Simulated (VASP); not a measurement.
# SrO (Fm-3m) in VASP: further runs

The runs below take SrO through single point, with r2SCAN.

All numbers are computed with VASP 6.6.1; they aren't measurements. Logs are shortened: lines on timing, memory, paths and dates and some standing lists are left out, and cuts for length are marked.

## Step 1: The cell of the first run

Symmetry: Fm-3m, No. 225, cubic system. Conventional cell: a = 5.108 Å, b = 5.108 Å, c = 5.108 Å, α = 90.00°, β = 90.00°, γ = 90.00°. Sr (site symmetry m-3m) has 6 O at 2.55 Å within 3.4 Å. O (site symmetry m-3m) has 6 Sr at 2.55 Å within 3.4 Å.

## Step 2: Single point, r2SCAN (16.66 Å³/atom)

File POSCAR:

```
SrO
1.0
    0.0000000000      2.5538314126      2.5538314126
    2.5538314126      0.0000000000      2.5538314126
    2.5538314126      2.5538314126      0.0000000000
Sr O
1 1
Direct
    0.5000000000      0.5000000000      0.5000000000
    0.0000000000      0.0000000000      0.0000000000
```

File INCAR.step1:

```
PREC = Accurate
ENCUT = 520
ISMEAR = 0
SIGMA = 0.01
LREAL = False
LASPH = True
NELM = 80
NBANDS = 15
GGA = PE
ALGO = Normal
EDIFF = 1E-4
LWAVE = True
LCHARG = False
```

File INCAR.step2:

```
PREC = Accurate
ENCUT = 520
EDIFF = 1E-7
ISMEAR = 0
SIGMA = 0.01
LREAL = False
LASPH = True
NELM = 80
ALGO = Normal
ISIF = 2
LWAVE = False
LCHARG = False
METAGGA = R2SCAN
LMIXTAU = True
NBANDS = 15
ISTART = 1
```

File KPOINTS:

```
Automatic mesh
0
Gamma
  8 8 8
```

Potentials or basis: VASP PAW PBE potentials, release 64 (Sr_sv, O).

Started as:

```
cat potpaw_PBE.64/Sr_sv/POTCAR potpaw_PBE.64/O/POTCAR > POTCAR
cp INCAR.step1 INCAR
mpirun -np 1 vasp_std > vasp.out
cp INCAR.step2 INCAR
mpirun -np 1 vasp_std > vasp.out
```

OUTCAR:

```text
PREC = Accurate
   ENCUT = 520
   EDIFF = 1E-7
   ISMEAR = 0
   LREAL = False
   LASPH = True
   NELM = 80
   ISIF = 2
   METAGGA = R2SCAN
   ISTART = 1

 ion  position               nearest neighbor table
   1  0.500  0.500  0.500-   2 2.55   2 2.55   2 2.55   2 2.55   2 2.55   2 2.55
   2  0.000  0.000  0.000-   1 2.55   1 2.55   1 2.55   1 2.55   1 2.55   1 2.55

  LATTYP: Found a face centered cubic cell.
 ALAT       =     5.1076628252

  Lattice vectors:

 A1 = (   0.0000000000,   2.5538314126,   2.5538314126)
 A2 = (   2.5538314126,   0.0000000000,   2.5538314126)
 A3 = (   2.5538314126,   2.5538314126,   0.0000000000)

Analysis of symmetry for initial positions (statically):
=====================================================================
 Subroutine PRICEL returns:
 Original cell was already a primitive cell.

 Routine SETGRP: Setting up the symmetry group for a
 face centered cubic supercell.

 Subroutine GETGRP returns: Found 48 space group operations
 (whereof 48 operations were pure point group operations)
 out of a pool of 48 trial point group operations.

The static configuration has the point symmetry O_h .

Analysis of symmetry for dynamics (positions and initial velocities):
=====================================================================
 Subroutine PRICEL returns:
 Original cell was already a primitive cell.

 Routine SETGRP: Setting up the symmetry group for a
 face centered cubic supercell.

 Subroutine GETGRP returns: Found 48 space group operations
 (whereof 48 operations were pure point group operations)
 out of a pool of 48 trial point group operations.

The dynamic configuration has the point symmetry O_h .

 Subroutine INISYM returns: Found 48 space group operations
 (whereof 48 operations are pure point group operations),
 and found     1 'primitive' translations

----------------------------------------------------------------------------------------

                                     Primitive cell

  volume of cell :      33.3125

  direct lattice vectors                    reciprocal lattice vectors
     0.000000000  2.553831413  2.553831413    -0.195784263  0.195784263  0.195784263
     2.553831413  0.000000000  2.553831413     0.195784263 -0.195784263  0.195784263
     2.553831413  2.553831413  0.000000000     0.195784263  0.195784263 -0.195784263

  length of vectors
     3.611663020  3.611663020  3.611663020     0.339108290  0.339108290  0.339108290

  position of ions in fractional coordinates (direct lattice)
     0.500000000  0.500000000  0.500000000
     0.000000000  0.000000000  0.000000000

  ion indices of the primitive-cell ions
   primitive index   ion index
[... 88 lines left out ...]
   EFERMI =   0.00;   METHOD = LEGACY
   ISMEAR =     0;   SIGMA  =   0.01  broadening in eV -4-tet -1-fermi 0-gaus
   EFERMI_NEDOS =   21; number of points for ismear=-14 and -15
   IALGO  =     38    algorithm
   IMIX   =      4    mixing-type and parameters
     AMIX     =   0.40;   BMIX     =  1.00
     AMIX_MAG =   1.60;   BMIX_MAG =  1.00
  volume/ion in A,a.u.               =      16.66       112.40
  Fermi-wavevector in a.u.,A,eV,Ry     =   1.282073  2.422766 22.364033  1.643710
  Thomas-Fermi vector in A             =   2.414405
   LORBIT       =      0    0 simple, 1 ext, 2 COOP (PROOUT), +10 PAW based schemes
   METAGGA = R2SCAN    functional components
   LHFCALC =     F    Hartree Fock is set to
   AEXX    =    0.0000 exact exchange contribution
   IVDW    =     0    specifies the selected vdW correction
   LEPSILON=     F    determine dielectric tensor
   LRPA    =     F    only Hartree local field effects (RPA)
 non-spin polarized calculation
 Gauss-broadening in eV      SIGMA  =   0.01
  energy-cutoff  :      520.00
  volume of cell :       33.31
 maximum number of plane-waves:       934
   NGX = 13   NGY = 13   NGZ = 13

 number of electron      15.9999996 magnetization

 Free energy of the ion-electron system (eV)
  ---------------------------------------------------
  ext. energy  EPLUGINS =         0.00000000
  ---------------------------------------------------
  free energy    TOTEN  =       -27.04165894 eV

  energy without entropy =      -27.04165894  energy(sigma->0) =      -27.04165894

 E-fermi :   1.5738     XC(G=0): -10.6901

 val. band max:        1.4365140981   @ k =   0.0000   0.0000   0.0000
 cond. band min:       5.1675097886   @ k =   0.5000   0.5000   0.0000
 fundamental gap:      3.7309956905
 Fermi energy:         1.5738222715

 k-point     1 :       0.0000    0.0000    0.0000
  band No.  band energies     occupation
      1     -31.9632      2.00000
      2     -14.6157      2.00000
      3     -12.9645      2.00000
      4     -12.9645      2.00000
      5     -12.9645      2.00000
      6       1.4365      2.00000
      7       1.4365      2.00000
      8       1.4365      2.00000
      9       6.2492      0.00000
     10       8.2597      0.00000
     11       8.2597      0.00000
     12       8.2597      0.00000
     13      10.6269      0.00000
     14      10.6269      0.00000
[... 401 lines left out ...]
      2     -15.6928      2.00000
      3     -13.3679      2.00000
      4     -13.2088      2.00000
      5     -12.2866      2.00000
      6      -0.1257      2.00000
      7       0.5610      2.00000
      8       0.6501      2.00000
      9       8.4277      0.00000
     10       8.8118      0.00000
     11      11.6285      0.00000
     12      11.6996      0.00000
     13      13.9842      0.00000
     14      15.3342      0.00000
     15      16.0939      0.00000

 [... further k-points ...]

------------------------ aborting loop because EDIFF is reached ----------------------------------------

  FORCE on cell =-STRESS in cart. coord.  units (eV):
  Direction    XX          YY          ZZ          XY          YZ          ZX
  --------------------------------------------------------------------------------------
  -------------------------------------------------------------------------------------
  Total        0.7611052      0.7611052      0.7611052     -0.0000000     -0.0000000      0.0000000
  in kB       36.6056887     36.6056887     36.6056887     -0.0000000     -0.0000000      0.0000000
  external PRESSURE =      36.6056887 kB  Pullay stress =       0.0000000 kB

 VOLUME and BASIS-vectors are now :
 -----------------------------------------------------------------------------
  energy-cutoff  :      520.00
  volume of cell :       33.31
      direct lattice vectors                 reciprocal lattice vectors
     0.000000000  2.553831413  2.553831413    -0.195784263  0.195784263  0.195784263
     2.553831413  0.000000000  2.553831413     0.195784263 -0.195784263  0.195784263
     2.553831413  2.553831413  0.000000000     0.195784263  0.195784263 -0.195784263

 POSITION                                       TOTAL-FORCE (eV/Angst)
 -----------------------------------------------------------------------------------
      2.55383      2.55383      2.55383         0.000000     -0.000000     -0.000000
      0.00000      0.00000      0.00000        -0.000000      0.000000      0.000000
 -----------------------------------------------------------------------------------
    total drift:                                0.000000      0.000000      0.000000

  FREE ENERGIE OF THE ION-ELECTRON SYSTEM (eV)
  ---------------------------------------------------
  free  energy   TOTEN  =       -27.0416589351 eV

  energy  without entropy=      -27.0416589351  energy(sigma->0) =      -27.04165894
```

OSZICAR.step1:

```text
N       E                     dE             d eps       ncg     rms          rms(c)
DAV:   1     0.602474081760E+02    0.60247E+02   -0.78353E+03   878   0.100E+03
DAV:   2    -0.110101436366E+02   -0.71258E+02   -0.66988E+02  1224   0.214E+02
DAV:   3    -0.141351435640E+02   -0.31250E+01   -0.31113E+01  1198   0.389E+01
DAV:   4    -0.142301616106E+02   -0.95018E-01   -0.95015E-01  1114   0.466E+00
DAV:   5    -0.142305370888E+02   -0.37548E-03   -0.37548E-03  1098   0.293E-01    0.171E+01
DAV:   6    -0.121634254003E+02    0.20671E+01   -0.65786E+00   891   0.196E+01    0.202E+01
DAV:   7    -0.120310368401E+02    0.13239E+00   -0.27971E-01  1031   0.476E+00    0.117E+01
DAV:   8    -0.120202140538E+02    0.10823E-01   -0.11475E-01  1101   0.336E+00    0.504E-01
DAV:   9    -0.120217411186E+02   -0.15271E-02   -0.55287E-03  1120   0.474E-01    0.231E-01
DAV:  10    -0.120222101319E+02   -0.46901E-03   -0.44231E-04   940   0.195E-01    0.800E-02
DAV:  11    -0.120223451098E+02   -0.13498E-03   -0.12696E-04   837   0.842E-02    0.286E-02
DAV:  12    -0.120223621628E+02   -0.17053E-04   -0.28253E-05   673   0.393E-02
   1 F= -.12022362E+02 E0= -.12022362E+02  d E =-.123752E-32
```

Run time: 36 s. Hardware: 1 thread of Intel Xeon 6975P-C (Granite Rapids), shared host; peak memory 0.16 GiB.

What came out:

```
Free energy            : -27.0417 eV
Pressure               : 3.7 GPa
Band gap on the k mesh : 3.73 eV (least direct gap 3.80 eV)
```

Caveat: the cell stands under pressure; the PAW data sets were made with another functional, which shifts forces and pressure a little.

## Step 3: Single point, r2SCAN (17.69 Å³/atom)

This run uses another cell than the first one, of 17.69 Å³/atom.

File POSCAR:

```
SrO
1.0
    0.0000000000      2.6054378704      2.6054378704
    2.6054378704      0.0000000000      2.6054378704
    2.6054378704      2.6054378704      0.0000000000
Sr O
1 1
Direct
    0.5000000000      0.5000000000      0.5000000000
    0.0000000000      0.0000000000      0.0000000000
```

File INCAR.step1:

```
SYSTEM = SrO
ALGO = Normal ; EDIFF = 1E-4
ENCUT = 520 ; GGA = PE
ISMEAR = 0 ; LASPH = .TRUE.
LCHARG = .FALSE. ; LREAL = .FALSE.
LWAVE = .TRUE. ; NBANDS = 15
NELM = 80 ; PREC = Accurate
SIGMA = 0.01
```

File INCAR.step2:

```
SYSTEM = SrO
ALGO = Normal ; EDIFF = 1E-6
ENCUT = 520 ; ISIF = 2
ISMEAR = 0 ; ISTART = 1
LASPH = .TRUE. ; LCHARG = .FALSE.
LMIXTAU = .TRUE. ; LREAL = .FALSE.
LWAVE = .FALSE. ; METAGGA = R2SCAN
NBANDS = 15 ; NELM = 80
PREC = Accurate ; SIGMA = 0.01
```

File KPOINTS:

```
k-points
0
G
  8 8 8
  0 0 0
```

Potentials or basis: VASP PAW PBE potentials, release 64 (Sr_sv, O).

Started as:

```
cat potpaw_PBE.64/Sr_sv/POTCAR potpaw_PBE.64/O/POTCAR > POTCAR
cp INCAR.step1 INCAR
mpirun -np 1 vasp_std > vasp.out
cp INCAR.step2 INCAR
mpirun -np 1 vasp_std > vasp.out
```

Wall time 35 s (1 thread of Intel Xeon 6975P-C (Granite Rapids), shared host); peak memory 0.17 GiB.

Results (log left out):

```yaml
Free_energy: -27.0511 eV
Pressure: -2.1 GPa
Band_gap_on_the_k_mesh: 3.76 eV (least direct gap 3.87 eV)
```

Levels at points of the mesh, in eV from the valence-band top:
```csv
k point,band 5,band 6,band 7,band 8,band 9,band 10,band 11,band 12
"(0.00, 0.00, 0.00)",-14.68,0.00,0.00,0.00,4.37,6.68,6.68,6.68
"(0.50, 0.00, 0.00)",-13.68,-2.04,-1.05,-1.05,6.93,8.75,9.25,9.25
"(0.50, 0.50, 0.00)",-15.00,-0.49,-0.11,-0.11,3.76,8.21,10.65,10.75
```

Caveat: the PAW data sets were made with another functional, which shifts forces and pressure a little. r2SCAN opens gaps a little over a GGA but as a rule still falls short of measured ones.

## Step 4: Single point, r2SCAN (18.20 Å³/atom)

This run uses another cell than the first one, of 18.20 Å³/atom.

File POSCAR:

```
SrO
1.0
    0.0000000000      2.6304916946      2.6304916946
    2.6304916946      0.0000000000      2.6304916946
    2.6304916946      2.6304916946      0.0000000000
Sr O
1 1
Direct
    0.5000000000      0.5000000000      0.5000000000
    0.0000000000      0.0000000000      0.0000000000
```

File INCAR.step1:

```
  PREC = Accurate
  ENCUT = 520
  ISMEAR = 0
  SIGMA = 0.01
  LREAL = False
  LASPH = True
  NELM = 100
  NBANDS = 15
  GGA = PE
  ALGO = Normal
  EDIFF = 1E-4
  LWAVE = True
  LCHARG = False
```

File INCAR.step2:

```
  PREC = Accurate
  ENCUT = 520
  EDIFF = 1E-6
  ISMEAR = 0
  SIGMA = 0.01
  LREAL = False
  LASPH = True
  NELM = 100
  ALGO = Normal
  ISIF = 2
  LWAVE = False
  LCHARG = False
  METAGGA = R2SCAN
  LMIXTAU = True
  NBANDS = 15
  ISTART = 1
```

File KPOINTS:

```
Automatic mesh
0
Gamma
  8 8 8
```

Potentials or basis: VASP PAW PBE potentials, release 64 (Sr_sv, O).

Started as:

```
cat potpaw_PBE.64/Sr_sv/POTCAR potpaw_PBE.64/O/POTCAR > POTCAR
cp INCAR.step1 INCAR
mpirun -np 1 vasp_std > vasp.out
cp INCAR.step2 INCAR
mpirun -np 1 vasp_std > vasp.out
```

OUTCAR:

```text
PREC = Accurate
   ENCUT = 520
   EDIFF = 1E-6
   ISMEAR = 0
   LREAL = False
   LASPH = True
   NELM = 100
   ISIF = 2
   METAGGA = R2SCAN
   ISTART = 1

 ion  position               nearest neighbor table
   1  0.500  0.500  0.500-   2 2.63   2 2.63   2 2.63   2 2.63   2 2.63   2 2.63
   2  0.000  0.000  0.000-   1 2.63   1 2.63   1 2.63   1 2.63   1 2.63   1 2.63

  LATTYP: Found a face centered cubic cell.
 ALAT       =     5.2609833892

  Lattice vectors:

 A1 = (   0.0000000000,   2.6304916946,   2.6304916946)
 A2 = (   2.6304916946,   0.0000000000,   2.6304916946)
 A3 = (   2.6304916946,   2.6304916946,   0.0000000000)

Analysis of symmetry for initial positions (statically):
=====================================================================
 Subroutine PRICEL returns:
 Original cell was already a primitive cell.

 Routine SETGRP: Setting up the symmetry group for a
 face centered cubic supercell.

 Subroutine GETGRP returns: Found 48 space group operations
 (whereof 48 operations were pure point group operations)
 out of a pool of 48 trial point group operations.

The static configuration has the point symmetry O_h .

Analysis of symmetry for dynamics (positions and initial velocities):
=====================================================================
 Subroutine PRICEL returns:
 Original cell was already a primitive cell.

 Routine SETGRP: Setting up the symmetry group for a
 face centered cubic supercell.

 Subroutine GETGRP returns: Found 48 space group operations
 (whereof 48 operations were pure point group operations)
 out of a pool of 48 trial point group operations.

The dynamic configuration has the point symmetry O_h .

 Subroutine INISYM returns: Found 48 space group operations
 (whereof 48 operations are pure point group operations),
 and found     1 'primitive' translations

----------------------------------------------------------------------------------------

                                     Primitive cell

  volume of cell :      36.4033

  direct lattice vectors                    reciprocal lattice vectors
[... 119 lines left out ...]
 Gauss-broadening in eV      SIGMA  =   0.01
  energy-cutoff  :      520.00
  volume of cell :       36.40
 maximum number of plane-waves:       995
   NGX = 13   NGY = 13   NGZ = 13

 number of electron      16.0000005 magnetization

 Free energy of the ion-electron system (eV)
  ---------------------------------------------------
  ext. energy  EPLUGINS =         0.00000000
  ---------------------------------------------------
  free energy    TOTEN  =       -27.03083600 eV

  energy without entropy =      -27.03083600  energy(sigma->0) =      -27.03083600

 E-fermi :   1.0817     XC(G=0): -10.2373

 val. band max:        1.0370018618   @ k =   0.0000   0.0000   0.0000
 cond. band min:       4.8037607925   @ k =   0.5000   0.5000   0.0000
 fundamental gap:      3.7667589307
 Fermi energy:         1.0817461045

 k-point     1 :       0.0000    0.0000    0.0000
  band No.  band energies     occupation
      1     -32.6954      2.00000
      2     -14.9065      2.00000
      3     -13.7811      2.00000
      4     -13.7811      2.00000
      5     -13.7811      2.00000
      6       1.0370      2.00000
      7       1.0370      2.00000
      8       1.0370      2.00000
      9       5.2014      0.00000
     10       7.6513      0.00000
     11       7.6513      0.00000
     12       7.6513      0.00000
     13       9.8205      0.00000
     14       9.8205      0.00000
[... 401 lines left out ...]
      2     -15.8743      2.00000
      3     -14.0830      2.00000
      4     -13.9616      2.00000
      5     -13.0930      2.00000
      6      -0.4233      2.00000
      7       0.2448      2.00000
      8       0.2933      2.00000
      9       7.6928      0.00000
     10       8.0434      0.00000
     11      10.4817      0.00000
     12      10.7329      0.00000
     13      12.7608      0.00000
     14      13.9994      0.00000
     15      14.5667      0.00000

 [... further k-points ...]

------------------------ aborting loop because EDIFF is reached ----------------------------------------

  FORCE on cell =-STRESS in cart. coord.  units (eV):
  Direction    XX          YY          ZZ          XY          YZ          ZX
  --------------------------------------------------------------------------------------
  -------------------------------------------------------------------------------------
  Total       -0.9964287     -0.9964287     -0.9964287     -0.0000000      0.0000000     -0.0000000
  in kB      -43.8546854    -43.8546854    -43.8546854     -0.0000000      0.0000000     -0.0000000
  external PRESSURE =     -43.8546854 kB  Pullay stress =       0.0000000 kB

 VOLUME and BASIS-vectors are now :
 -----------------------------------------------------------------------------
  energy-cutoff  :      520.00
  volume of cell :       36.40
      direct lattice vectors                 reciprocal lattice vectors
     0.000000000  2.630491695  2.630491695    -0.190078532  0.190078532  0.190078532
     2.630491695  0.000000000  2.630491695     0.190078532 -0.190078532  0.190078532
     2.630491695  2.630491695  0.000000000     0.190078532  0.190078532 -0.190078532

 POSITION                                       TOTAL-FORCE (eV/Angst)
 -----------------------------------------------------------------------------------
      2.63049      2.63049      2.63049        -0.000000     -0.000000     -0.000000
      0.00000      0.00000      0.00000         0.000000      0.000000      0.000000
 -----------------------------------------------------------------------------------
    total drift:                                0.000000      0.000000      0.000000

  FREE ENERGIE OF THE ION-ELECTRON SYSTEM (eV)
  ---------------------------------------------------
  free  energy   TOTEN  =       -27.0308359976 eV

  energy  without entropy=      -27.0308359976  energy(sigma->0) =      -27.03083600
```

Wall time 34 s (1 thread of Intel Xeon 6975P-C (Granite Rapids), shared host); peak memory 0.17 GiB.

What came out:

| Item | Value |
| --- | --- |
| Free energy | -27.0308 eV |
| Pressure | -4.4 GPa |
| Band gap on the k mesh | 3.77 eV (least direct gap 3.89 eV) |

Levels at points of the mesh, in eV from the valence-band top:
```tsv
k point	band 6	band 7	band 8	band 9	band 10	band 11
(0.00, 0.00, 0.00)	0.00	0.00	0.00	4.16	6.61	6.61
(0.50, 0.00, 0.00)	-1.99	-1.00	-1.00	6.81	8.52	9.08
(0.50, 0.50, 0.00)	-0.53	-0.13	-0.13	3.77	8.00	10.46
```

Caveat: the cell stands under tension; the PAW data sets were made with another functional, which shifts forces and pressure a little. A k mesh can miss the band edges.

## Step 5: Summary

```tsv
cell	gap on the mesh (eV)	pressure (GPa)
a = 3.612 Å, angles 60.0°, 2 atoms	3.73	3.7
a = 3.685 Å, angles 60.0°, 2 atoms	3.76	-2.1
a = 3.720 Å, angles 60.0°, 2 atoms	3.77	-4.4
```

Alike in all rows: task single point; level r2SCAN; potentials or basis VASP PAW PBE potentials, release 64 (Sr_sv, O); no spin polarisation; k mesh 8 × 8 × 8; cutoff (eV) 520; smearing gaussian 0.01 eV.

Caveats: the PAW data sets were made with another functional, which shifts forces and pressure a little; the cell stands under pressure (at least some runs); the cell stands under tension (at least some runs).

Absolute energies hang on the potentials; compare differences alone.
